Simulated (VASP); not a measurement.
# NiO (Fm-3m) in VASP: notebook

NiO is run at these levels: PBEsol+U, PBE+U; tasks: single point.

Everything below comes from runs of VASP 6.6.1. Logs are shortened: lines on timing, memory, paths and dates and some standing lists are left out, and cuts for length are marked.

## (1) The cell of the first run

It takes space group Fm-3m (No. 225, cubic). The conventional cell has a = 4.172 Å, b = 4.172 Å, c = 4.172 Å, α = 90.00°, β = 90.00°, γ = 90.00°. Within 2.8 Å of Ni (site symmetry m-3m) lie 6 O at 2.09 Å. Within 2.8 Å of O (site symmetry m-3m) lie 6 Ni at 2.09 Å.

## (2) Single point, PBEsol+U, collinear spin, ferromagnetic start

Contents of POSCAR:

```
NiO
1.0
    0.0000000000      2.0859016414      2.0859016414
    2.0859016414      0.0000000000      2.0859016414
    2.0859016414      2.0859016414      0.0000000000
Ni O
1 1
Direct
    0.0000000000      0.0000000000      0.0000000000
    0.5000000000      0.5000000000      0.5000000000
```

Contents of INCAR.step1:

```
SYSTEM = NiO
ALGO = Normal
EDIFF = 1E-6
ENCUT = 520
GGA = PS
GGA_COMPAT = .False.
ISIF = 2
ISMEAR = -1
ISPIN = 2
LASPH = .True.
LCHARG = .True.
LDAU = .True.
LDAUJ = 0 0
LDAUL = 2 -1
LDAUPRINT = 1
LDAUTYPE = 2
LDAUU = 1 0
LMAXMIX = 4
LORBIT = 11
LREAL = .False.
LWAVE = .False.
MAGMOM = 1 0
NBANDS = 23
NEDOS = 2001
NELM = 200
PREC = Accurate
SIGMA = 0.05
```

Contents of KPOINTS.step1:

```
k-points
0
Gamma
  11 11 11
  0 0 0
```

Contents of INCAR.step2:

```
SYSTEM = NiO
ALGO = Normal
EDIFF = 1E-6
ENCUT = 520
GGA = PS
GGA_COMPAT = .False.
ICHARG = 11
ISIF = 2
ISMEAR = -5
ISPIN = 2
LASPH = .True.
LCHARG = .False.
LDAU = .True.
LDAUJ = 0 0
LDAUL = 2 -1
LDAUPRINT = 1
LDAUTYPE = 2
LDAUU = 1 0
LMAXMIX = 4
LORBIT = 10
LREAL = .False.
LWAVE = .False.
MAGMOM = 1 0
NEDOS = 2001
NELM = 200
PREC = Accurate
SIGMA = 0.05
```

Contents of KPOINTS.step2:

```
k-points
0
Gamma
  17 17 17
  0 0 0
```

Potentials or basis: VASP PAW PBE potentials, release 64 (Ni_sv_GW, O).

The run is started by

```bash
cat potpaw_PBE.64/Ni_sv_GW/POTCAR potpaw_PBE.64/O/POTCAR > POTCAR
cp INCAR.step1 INCAR
cp KPOINTS.step1 KPOINTS
mpirun -np 1 vasp_std > vasp.out
cp INCAR.step2 INCAR
cp KPOINTS.step2 KPOINTS
mpirun -np 1 vasp_std > vasp.out
```

OUTCAR:

```text
SYSTEM = NiO
   EDIFF = 1E-6
   ENCUT = 520
   GGA = PS
   ICHARG = 11
   ISIF = 2
   ISMEAR = -5
   ISPIN = 2
   LASPH = .True.
   LORBIT = 10
   LREAL = .False.
   NELM = 200
   PREC = Accurate

 ion  position               nearest neighbor table
   1  0.000  0.000  0.000-   2 2.09   2 2.09   2 2.09   2 2.09   2 2.09   2 2.09
   2  0.500  0.500  0.500-   1 2.09   1 2.09   1 2.09   1 2.09   1 2.09   1 2.09

  LATTYP: Found a face centered cubic cell.
 ALAT       =     4.1718032828

  Lattice vectors:

 A1 = (   0.0000000000,   2.0859016414,   2.0859016414)
 A2 = (   2.0859016414,   0.0000000000,   2.0859016414)
 A3 = (   2.0859016414,   2.0859016414,   0.0000000000)

Analysis of symmetry for initial positions (statically):
=====================================================================
 Subroutine PRICEL returns:
 Original cell was already a primitive cell.

 Routine SETGRP: Setting up the symmetry group for a
 face centered cubic supercell.

 Subroutine GETGRP returns: Found 48 space group operations
 (whereof 48 operations were pure point group operations)
 out of a pool of 48 trial point group operations.

The static configuration has the point symmetry O_h .

Analysis of symmetry for dynamics (positions and initial velocities):
=====================================================================
 Subroutine PRICEL returns:
 Original cell was already a primitive cell.

 Routine SETGRP: Setting up the symmetry group for a
 face centered cubic supercell.

 Subroutine GETGRP returns: Found 48 space group operations
 (whereof 48 operations were pure point group operations)
 out of a pool of 48 trial point group operations.

The dynamic configuration has the point symmetry O_h .

Analysis of structural, dynamic, and magnetic symmetry:
=====================================================================
 Subroutine PRICEL returns:
 Original cell was already a primitive cell.

 Routine SETGRP: Setting up the symmetry group for a
 face centered cubic supercell.

 Subroutine GETGRP returns: Found 48 space group operations
 (whereof 48 operations were pure point group operations)
 out of a pool of 48 trial point group operations.

The overall configuration has the point symmetry O_h .

 Subroutine INISYM returns: Found 48 space group operations
 (whereof 48 operations are pure point group operations),
 and found     1 'primitive' translations

----------------------------------------------------------------------------------------

                                     Primitive cell

  volume of cell :      18.1515

  direct lattice vectors                    reciprocal lattice vectors
     0.000000000  2.085901641  2.085901641    -0.239704495  0.239704495  0.239704495
     2.085901641  0.000000000  2.085901641     0.239704495 -0.239704495  0.239704495
     2.085901641  2.085901641  0.000000000     0.239704495  0.239704495 -0.239704495

  length of vectors
     2.949910391  2.949910391  2.949910391     0.415180364  0.415180364  0.415180364

  position of ions in fractional coordinates (direct lattice)
     0.000000000  0.000000000  0.000000000
     0.500000000  0.500000000  0.500000000

  ion indices of the primitive-cell ions
   primitive index   ion index
                 1           1
                 2           2

----------------------------------------------------------------------------------------

 KPOINTS: k-points

Automatic generation of k-mesh.
 Grid dimensions read from file:
[... 69 lines left out ...]
   EDIFFG = 0.1E-04   stopping-criterion for IOM
   NSW    =      0    number of steps for IOM
   IBRION =     -1    ionic relax: 0-MD 1-quasi-New 2-CG
   NFREE  =      0    steps in history (QN), initial steepest desc. (CG)
   ISIF   =      2    stress and relaxation
   ISYM   =      2    0-nonsym 1-usesym 2-fastsym
   POTIM  = 0.5000    time-step for ionic-motion
   TEBEG  =    0.0;   TEEND  =   0.0 temperature during run
   PSTRESS=    0.0 pullay stress
   NELECT =      24.0000    total number of electrons
   NUPDOWN=      -1.0000    fix difference up-down
   EMIN   =  10.00;   EMAX   =-10.00  energy-range for DOS
   EFERMI =   0.00;   METHOD = LEGACY
   ISMEAR =    -5;   SIGMA  =   0.05  broadening in eV -4-tet -1-fermi 0-gaus
   EFERMI_NEDOS =   21; number of points for ismear=-14 and -15
   IALGO  =     38    algorithm
   IMIX   =      4    mixing-type and parameters
     AMIX     =   0.40;   BMIX     =  1.00
     AMIX_MAG =   1.60;   BMIX_MAG =  1.00
  volume/ion in A,a.u.               =       9.08        61.25
  Fermi-wavevector in a.u.,A,eV,Ry     =   1.796835  3.395525 43.927965  3.228614
  Thomas-Fermi vector in A             =   2.858301
   LORBIT       =     10    0 simple, 1 ext, 2 COOP (PROOUT), +10 PAW based schemes
 LDA+U is selected, type is set to LDAUTYPE =  2
   angular momentum for each species LDAUL =     2   -1
   U (eV)           for each species LDAUU =   1.0  0.0
   J (eV)           for each species LDAUJ =   0.0  0.0
   GGA     = PS    functional components
   LHFCALC =     F    Hartree Fock is set to
   AEXX    =    0.0000 exact exchange contribution
   IVDW    =     0    specifies the selected vdW correction
   LEPSILON=     F    determine dielectric tensor
   LRPA    =     F    only Hartree local field effects (RPA)
 spin polarized calculation
 Fermi weights with tetrahedron method with Bloechl corrections
  energy-cutoff  :      520.00
  volume of cell :       18.15
 maximum number of plane-waves:       531
 NGX is ok and might be reduce to    24

atom =   1  type =  1  l = 2

 onsite density matrix

spin component  1

  0.9252 -0.0000 -0.0000 -0.0000 -0.0000
 -0.0000  0.9252  0.0000 -0.0000 -0.0000
 -0.0000  0.0000  0.9552  0.0000  0.0000
 -0.0000 -0.0000  0.0000  0.9252  0.0000
 -0.0000 -0.0000  0.0000  0.0000  0.9552

spin component  2

  0.9105  0.0000  0.0000  0.0000  0.0000
  0.0000  0.9105 -0.0000  0.0000 -0.0000
  0.0000 -0.0000  0.1887 -0.0000  0.0000
  0.0000  0.0000 -0.0000  0.9105 -0.0000
  0.0000 -0.0000  0.0000 -0.0000  0.1887

 occupancies and eigenvectors

  o =  0.1887  v =  0.0000  0.0000  0.0000  0.0000  0.0000  0.0000  0.0000 -0.0000  0.0000  1.0000      0.0000  0.0000  0.0000  0.0000  0.0000  0.0000  0.0000  0.0000  0.0000  0.0000
  o =  0.1887  v =  0.0000  0.0000  0.0000  0.0000  0.0000  0.0000  0.0000 -1.0000  0.0000 -0.0000      0.0000  0.0000  0.0000  0.0000  0.0000  0.0000  0.0000  0.0000  0.0000  0.0000
  o =  0.9105  v =  0.0000  0.0000  0.0000  0.0000  0.0000  0.0000  0.7908  0.0000  0.6121 -0.0000      0.0000  0.0000  0.0000  0.0000  0.0000  0.0000  0.0000  0.0000  0.0000  0.0000
  o =  0.9105  v =  0.0000  0.0000  0.0000  0.0000  0.0000  0.0000 -0.6121 -0.0000  0.7908  0.0000      0.0000  0.0000  0.0000  0.0000  0.0000  0.0000  0.0000  0.0000  0.0000  0.0000
  o =  0.9105  v =  0.0000  0.0000  0.0000  0.0000  0.0000  1.0000  0.0000  0.0000  0.0000  0.0000      0.0000  0.0000  0.0000  0.0000  0.0000  0.0000  0.0000  0.0000  0.0000  0.0000
  o =  0.9252  v =  0.0000 -0.9858  0.0000 -0.1680 -0.0000  0.0000  0.0000  0.0000  0.0000  0.0000      0.0000  0.0000  0.0000  0.0000  0.0000  0.0000  0.0000  0.0000  0.0000  0.0000
  o =  0.9252  v =  0.0000 -0.1680  0.0000  0.9858 -0.0000  0.0000  0.0000  0.0000  0.0000  0.0000      0.0000  0.0000  0.0000  0.0000  0.0000  0.0000  0.0000  0.0000  0.0000  0.0000
  o =  0.9252  v =  1.0000  0.0000  0.0000  0.0000  0.0000  0.0000  0.0000  0.0000  0.0000  0.0000      0.0000  0.0000  0.0000  0.0000  0.0000  0.0000  0.0000  0.0000  0.0000  0.0000
  o =  0.9552  v =  0.0000  0.0000  0.0000 -0.0000 -1.0000  0.0000  0.0000  0.0000  0.0000  0.0000      0.0000  0.0000  0.0000  0.0000  0.0000  0.0000  0.0000  0.0000  0.0000  0.0000
  o =  0.9552  v =  0.0000  0.0000  1.0000 -0.0000  0.0000  0.0000  0.0000  0.0000  0.0000  0.0000      0.0000  0.0000  0.0000  0.0000  0.0000  0.0000  0.0000  0.0000  0.0000  0.0000

 number of electron      24.0000018 magnetization       1.9381840

 Free energy of the ion-electron system (eV)
  ---------------------------------------------------
  ext. energy  EPLUGINS =         0.00000000
  ---------------------------------------------------
  free energy    TOTEN  =       -12.81331770 eV

  energy without entropy =      -12.81331770  energy(sigma->0) =      -12.81331770

 E-fermi :   6.8165     XC(G=0): -13.3357

 val. band max:        6.8547982479   @ k =  -0.3529   0.1176   0.0000
 cond. band min:       6.8196879614   @ k =   0.2941   0.2941   0.0000
 fundamental gap:     -0.0351102865
 Fermi energy:         6.8165334501

 spin component 1

 k-point     1 :       0.0000    0.0000    0.0000
  band No.  band energies     occupation
      1     -97.3302      1.00000
      2     -57.8591      1.00000
      3     -57.8591      1.00000
      4     -57.8591      1.00000
      5     -13.4195      1.00000
      6       3.1509      1.00000
[... 943 lines left out ...]
      6       2.7412      1.00000
[... 9 lines left out ...]
     16      24.0475      0.00000
     17      25.6645      0.00000

 [... further k-points ...]

------------------------ aborting loop because EDIFF is reached ----------------------------------------

  FORCE on cell =-STRESS in cart. coord.  units (eV):
  Direction    XX          YY          ZZ          XY          YZ          ZX
  --------------------------------------------------------------------------------------
  -------------------------------------------------------------------------------------
  Total       -0.8880630     -0.8880630     -0.8880630      0.0000000      0.0000000      0.0000000
  in kB      -78.3867919    -78.3867919    -78.3867919      0.0000000      0.0000000      0.0000000
  external PRESSURE =     -78.3867919 kB  Pullay stress =       0.0000000 kB

 VOLUME and BASIS-vectors are now :
 -----------------------------------------------------------------------------
  energy-cutoff  :      520.00
  volume of cell :       18.15
      direct lattice vectors                 reciprocal lattice vectors
     0.000000000  2.085901641  2.085901641    -0.239704495  0.239704495  0.239704495
     2.085901641  0.000000000  2.085901641     0.239704495 -0.239704495  0.239704495
     2.085901641  2.085901641  0.000000000     0.239704495  0.239704495 -0.239704495

 POSITION                                       TOTAL-FORCE (eV/Angst)
 -----------------------------------------------------------------------------------
      0.00000      0.00000      0.00000         0.000000      0.000000      0.000000
      2.08590      2.08590      2.08590        -0.000000     -0.000000     -0.000000
 -----------------------------------------------------------------------------------
    total drift:                                0.000000     -0.000000     -0.000000

  FREE ENERGIE OF THE ION-ELECTRON SYSTEM (eV)
  ---------------------------------------------------
  free  energy   TOTEN  =       -12.8133177036 eV

  energy  without entropy=      -12.8133177036  energy(sigma->0) =      -12.81331770

 total charge

# of ion       s       p       d       f       tot
--------------------------------------------------
    1        2.159   6.243   7.763   0.009  16.174
    2        1.547   3.429   0.000   0.000   4.976
--------------------------------------------------
tot          3.706   9.672   7.763   0.009  21.150

 magnetization (x)

# of ion       s       p       d       f       tot
--------------------------------------------------
    1        0.009   0.013   1.590   0.001   1.612
    2        0.030   0.272   0.000   0.000   0.302
--------------------------------------------------
tot          0.038   0.285   1.590   0.001   1.914
```

It took 1.8 min on 1 thread of Intel Xeon Platinum 8259CL at 2.50GHz (Skylake/Cascade Lake), shared host; peak memory 0.23 GiB.

Results:

```yaml
Net_moment: 1.94 μB per cell
Site_moments: Ni +1.61; O +0.30 μB
Valence_electrons_inside_the_program's_atomic_spheres: Ni 16.17; O 4.98
```

Levels at points of the mesh, in eV from the Fermi level:
Spin up:
```csv
k point,band 10,band 11,band 12,band 13,band 14,band 15,band 16,band 17
"(0.00, 0.00, 0.00)",-3.07,-2.89,-2.89,-2.89,1.50,17.60,18.64,18.65
```
Spin down:
```
           k point  band 7  band 8  band 9  band 10  band 11  band 12  band 13  band 14  band 15  band 16
(0.00, 0.00, 0.00)   -2.31   -2.31   -2.08    -2.08    -2.08    -0.28    -0.28     1.90    17.54    18.93
```

Eigenvalues of the final occupation matrices:
| site | spin | trace | eigenvalues |
| --- | --- | --- | --- |
| site 1 d | 1 | 4.69 | 0.93 0.93 0.93 0.96 0.96 |
| site 1 d | 2 | 3.11 | 0.19 0.19 0.91 0.91 0.91 |

Caveat: the PAW data sets were made with another functional, which shifts forces and pressure a little; a cell with one magnetic atom can't hold antiferromagnetic order, which such compounds often take.

## (3) Single point, PBE+U, collinear spin, ferromagnetic start

Contents of INCAR:

```
PREC     = Accurate       # precision mode
ENCUT    = 700            # plane-wave cutoff, eV
EDIFF    = 1E-6           # SCF threshold, eV
ISMEAR   = -1             # smearing method
SIGMA    = 0.05           # smearing width, eV
LREAL    = F              # projectors in reciprocal space
LASPH    = T              # aspherical terms in the spheres
NELM     = 200            # most SCF steps
ALGO     = Normal         # electronic algorithm
ISIF     = 2              # what is computed and relaxed
LWAVE    = F              # write WAVECAR
LCHARG   = F              # write CHGCAR
ISPIN    = 2              # spin polarisation
MAGMOM   = 1 0            # initial moments
LORBIT   = 11             # projections on sites
LMAXMIX  = 4              # l up to which the mixer works
LDAU     = T              # DFT+U
LDAUTYPE = 2            
LDAUL    = 2 -1           # shell
LDAUU    = 2 0            # U, eV
LDAUJ    = 0 0          
LDAUPRINT= 1            
GGA      = PE             # functional
NBANDS   = 23             # bands
GGA_COMPAT= F
```

Contents of KPOINTS:

```
regular mesh
0
Gamma
  11 11 11
```

POSCAR is that of step 2.

Potentials or basis: VASP PAW PBE potentials, release 64 (Ni_sv_GW, O).

The run is started by

```bash
cat potpaw_PBE.64/Ni_sv_GW/POTCAR potpaw_PBE.64/O/POTCAR > POTCAR
mpirun -np 1 vasp_std > vasp.out
```

Run time: 2.3 min. Hardware: 1 thread of Intel Xeon Platinum 8375C at 2.90GHz (Ice Lake), shared host; peak memory 0.22 GiB.

The run converged. Its results:

- Free energy: -11.6110 eV
- Pressure: 8.5 GPa
- Band gap on the k mesh: 0.44 eV (least direct gap 1.34 eV)
- Net moment: 2.00 μB per cell
- Site moments: Ni +1.69; O +0.27 μB
- Valence electrons inside the program's atomic spheres: Ni 16.13; O 5.02

Levels at points of the mesh, in eV from the valence-band top:
Spin up:
```csv
k point,band 10,band 11,band 12,band 13,band 14,band 15,band 16,band 17
"(0.00, 0.00, 0.00)",-3.40,-2.57,-2.57,-2.57,1.78,17.99,18.84,18.84
```
Spin down:
```csv
k point,band 7,band 8,band 9,band 10,band 11,band 12,band 13,band 14,band 15,band 16
"(0.00, 0.00, 0.00)",-2.45,-2.45,-2.06,-2.06,-2.06,0.44,0.44,2.17,17.92,19.09
```

Eigenvalues of the final occupation matrices:
```
    site  spin  trace               eigenvalues
site 1 d     1   4.72  0.93 0.93 0.93 0.96 0.96
site 1 d     2   3.05  0.15 0.15 0.92 0.92 0.92
```

Caveat: the cell stands under pressure; an odd mesh through Γ misses points on the zone boundary, where band edges can lie; a cell with one magnetic atom can't hold antiferromagnetic order, which such compounds often take. The state reached can hang on the start; a lower one may exist.
